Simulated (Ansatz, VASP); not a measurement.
## Two plane-wave programs on MoS2

```
Mo S
1.0
     3.20475    0.00000    0.00000
    -1.60238    2.77540    0.00000
     0.00000    0.00000   12.37372
Mo S
2 4
Direct
  0.33333 0.66667 0.25000
  0.66667 0.33333 0.75000
  0.66667 0.33333 0.37491
  0.66667 0.33333 0.12509
  0.33333 0.66667 0.87491
  0.33333 0.66667 0.62509
```

Change from the starting cell: epitaxial_xy strain +1.0%.

Alike in both runs: task single point; functional PBE; k mesh 12 × 12 × 2; occupations fermi-dirac, width 0.02 eV; no spin polarisation.

|  | VASP | Ansatz |
| --- | --- | --- |
| version | VASP 6.6.1 | Ansatz 0.2.0 |
| potentials or method | VASP PAW PBE potentials, release 64 (Mo_sv, S) | plane waves, PAW |
| plane-wave cutoff (eV) | 520 | 420 |
| valence electrons in the cell | 52 | 52 |

|  | VASP | Ansatz | Ansatz less VASP |
| --- | --- | --- | --- |
| gap on the k mesh at the Fermi level (eV) | 0.82 | 0.80 | -0.018 |
| pressure (GPa) | 0.5 | 0.6 | +0.13 |
| traceless stress, the component that is largest in VASP (GPa) | 2.60 | 2.63 | +0.035 |
| rms of the force components (eV/Å) | 0.042 | 0.048 | +0.0059 |

Atom by atom the forces differ by 0.006 eV/Å (rms over components).
